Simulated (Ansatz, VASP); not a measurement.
SiC in VASP and in Ansatz

```xyz
2
Lattice="0.0000 2.2170 2.2170 2.2170 0.0000 2.2170 2.2170 2.2170 0.0000" Properties=species:S:1:pos:R:3 pbc="T T T"
Si    0.0000    0.0000    0.0000
C     1.1085    1.1085    1.1085
```

Change from the starting cell: hydrostatic strain +1.8%.

Alike in both runs: task single point; functional PBE; k mesh 10 × 10 × 10; occupations fermi-dirac, width 0.02 eV; no spin polarisation.

|  | VASP | Ansatz |
| --- | --- | --- |
| version | VASP 6.6.1 | Ansatz 0.2.0 |
| potentials or method | VASP PAW PBE potentials, release 64 (Si, C) | plane waves, PAW |
| plane-wave cutoff (eV) | 520 | 420 |
| valence electrons in the cell | 8 | 8 |

|  | VASP | Ansatz | Ansatz less VASP |
| --- | --- | --- | --- |
| gap on the k mesh at the Fermi level (eV) | 1.40 | 1.40 | +0.001 |
| pressure (GPa) | -7.3 | -7.3 | +0.03 |

With one functional, cell and mesh, what is left measures potentials, basis and numerics.
